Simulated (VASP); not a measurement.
Input of a VASP 6.6.1 run:

Contents of INCAR:

```
ALGO     = Normal         # electronic algorithm
EDIFF    = 1E-6           # SCF threshold, eV
ENCUT    = 520            # plane-wave cutoff, eV
GGA      = PE             # functional
ISIF     = 2              # what is computed and relaxed
ISMEAR   = -1             # smearing method
ISPIN    = 2              # spin polarisation
LASPH    = True           # aspherical terms in the spheres
LCHARG   = False          # write CHGCAR
LMAXMIX  = 4              # l up to which the mixer works
LORBIT   = 11             # projections on sites
LREAL    = False          # projectors in reciprocal space
LWAVE    = False          # write WAVECAR
MAGMOM   = 1.5            # initial moments
NBANDS   = 15             # bands
NELM     = 150            # most SCF steps
PREC     = Accurate       # precision mode
SIGMA    = 0.05           # smearing width, eV
```

File KPOINTS:

```
k-points
0
Gamma
  20 20 20
```

POSCAR

```
Ni
1.0
    0.0000000000      1.7969379390      1.7969379390
    1.7969379390      0.0000000000      1.7969379390
    1.7969379390      1.7969379390      0.0000000000
Ni
1
Direct
    0.0000000000      0.0000000000      0.0000000000
```

Potentials or basis: VASP PAW PBE potentials, release 64 (Ni).

Command:

```console
$ cat potpaw_PBE.64/Ni/POTCAR > POTCAR
$ mpirun -np 1 vasp_std > vasp.out
```

(1) Estimate the pressure.

(2) Estimate the net moment.

(3) Estimate the site moments.

Results:

(1) -10.6 GPa.

(2) 0.64 μB per cell.

(3) Ni +0.66 μB.
